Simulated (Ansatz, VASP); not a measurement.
## Au2S3 in VASP and in Ansatz

The input INCAR:

```
SYSTEM = Au2S3
  PREC = Accurate
  ENCUT = 520
  EDIFF = 1E-6
  ISMEAR = 0
  SIGMA = 0.1
  LREAL = .False.
  LASPH = .True.
  NELM = 150
  ALGO = Normal
  ISIF = 2
  LWAVE = .False.
  LCHARG = .False.
  ISPIN = 2
  MAGMOM = 0 0 0 1 1
  LORBIT = 11
  LMAXMIX = 4
  GGA = PE
  IVDW = 12
  NBANDS = 32
```

Contents of KPOINTS:

```
Automatic mesh
0
Gamma
  6 6 2
  0 0 0
```

The input POSCAR:

```
Au2S3
1.0
    3.4995026500      0.0000000000      0.0000000000
   -1.7497513200      3.0306581900      0.0000000000
    0.0000000000      0.0000000000      8.5799037600
S Au
3 2
Direct
    0.0000000000      0.0000000000      0.0000000000
    0.3333333300      0.6666666700      0.3360028500
    0.6666666700      0.3333333300      0.6639971500
    0.6666666700      0.3333333300      0.1680014300
    0.3333333300      0.6666666700      0.8319985700
```

Input for Ansatz:

```yaml
crystal:
  lattice:
    - [3.49950265, 0.0, 0.0]
    - [-1.74975132, 3.03065819, 0.0]
    - [0.0, 0.0, 8.57990376]
  atoms:
    - { symbol: S, position: [0.0, 0.0, 0.0] }
    - { symbol: S, position: [0.33333333, 0.66666667, 0.33600285] }
    - { symbol: S, position: [0.66666667, 0.33333333, 0.66399715] }
    - { symbol: Au, position: [0.66666667, 0.33333333, 0.16800143], spin: 1.0 }
    - { symbol: Au, position: [0.33333333, 0.66666667, 0.83199857], spin: 1.0 }
basis:
  ecutwfc: 420
kpoints:
  mp_grid: { grid: [6, 6, 2] }
hamiltonian:
  xc: pbe
  dispersion: d3bj
scf:
  occupations: { method: gaussian, width: 0.1 }
  lower_state_search: "off"
output:
  forces: true
  stress: true
  eigenvalues: true
  populations: true
magnetization:
  spin_polarized: true
```

Alike in both runs: task single point; functional PBE; dispersion D3(BJ); k mesh 6 × 6 × 2; occupations gaussian, width 0.1 eV; collinear spin.

```csv
,VASP,Ansatz
version,VASP 6.6.1,Ansatz 0.2.0
potentials or method,"VASP PAW PBE potentials, release 64 (S, Au), cutoff 520 eV","scalar-relativistic, plane waves, PAW"
valence electrons in the cell,40,56
```

VASP gave:

* gap on the k mesh at the Fermi level (eV): none
* pressure (GPa): 7.1
* traceless stress, the component that is largest in VASP (GPa): -2.26
* rms of the force components (eV/Å): 0.726
* net moment per atom (μB): 0.00

**Question.** Which values does Ansatz return?

**Answer.** gap on the k mesh at the Fermi level (eV): none; pressure (GPa): 7.4; traceless stress, the component that is largest in VASP (GPa): -2.32; rms of the force components (eV/Å): 0.720; net moment per atom (μB): 0.00.

Atom by atom the forces differ by 0.011 eV/Å (rms over components). A gap of «none» marks a metal or a gap that the smearing closes. VASP's potentials hold 40 valence electrons a cell and Ansatz's 56, so a difference there can come from the potentials and not from the codes. Ansatz's warnings: seeded moment not kept.

The k mesh is coarse, so the values compare programs but aren't converged. Spin-orbit coupling is off throughout.
